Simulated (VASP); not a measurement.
## Al2O3: single point with r2SCAN+rVV10

Al2O3:

```
CELL_PARAMETERS angstrom
2.37619 1.37189 4.32362
-2.37619 1.37189 4.32362
0.00000 -2.74379 4.32362
ATOMIC_POSITIONS crystal
Al 0.14805 0.14805 0.14805
Al 0.35195 0.35195 0.35195
Al 0.64805 0.64805 0.64805
Al 0.85195 0.85195 0.85195
O 0.94359 0.55641 0.25000
O 0.44359 0.75000 0.05641
O 0.55641 0.25000 0.94359
O 0.25000 0.94359 0.55641
O 0.75000 0.05641 0.44359
O 0.05641 0.44359 0.75000
```

```
Program                : VASP 6.6.1
Task                   : single point
Functional             : r2SCAN
Dispersion             : rVV10
Potentials or basis    : VASP PAW PBE potentials, release 64 (Al, O)
Cutoff                 : 520 eV
k mesh                 : 8 × 8 × 8
Occupations            : fermi-dirac, width 0.03 eV
Spin                   : no spin polarisation
Dipole correction      : no
Further INCAR settings : ALGO = Normal; EDIFF = 1e-06; NBANDS = 35
```

```json
{"Pressure": "-0.4 GPa", "Largest force": "0.017 eV/Å", "Band gap on the k mesh": "7.16 eV"}
```

Forces on the atoms (eV/Å):
```
Al   0.000  0.000  0.017
Al   0.000  0.000 -0.017
Al   0.000  0.000  0.017
Al   0.000  0.000 -0.017
O    0.013  0.000  0.000
O    0.006  0.011  0.000
O   -0.006 -0.011  0.000
O   -0.006  0.011  0.000
O    0.006 -0.011  0.000
O   -0.013  0.000  0.000
```

Levels at points of the mesh, in eV from the valence-band top:
```csv
k point,band 20,band 21,band 22,band 23,band 24,band 25,band 26,band 27,band 28,band 29
"(0.00, 0.00, 0.00)",-0.53,-0.53,-0.05,-0.05,0.00,7.16,10.10,11.99,12.60,12.60
"(0.50, 0.00, 0.00)",-1.36,-0.95,-0.95,-0.30,-0.30,10.42,10.42,10.73,10.73,12.76
"(0.50, 0.50, 0.00)",-1.35,-1.07,-0.94,-0.79,-0.27,10.55,10.81,10.90,11.46,12.22
"(0.50, 0.50, 0.50)",-2.07,-0.41,-0.41,-0.41,-0.41,9.63,9.63,12.15,12.15,13.73
```

Run time: 13 min on 1 thread of Intel(R) Xeon(R) Platinum 8488C (Sapphire Rapids) (shared host), peak memory 0.58 GiB.

Caveat: the PAW data sets were made with another functional, which shifts forces and pressure a little. A k mesh can miss the band edges.
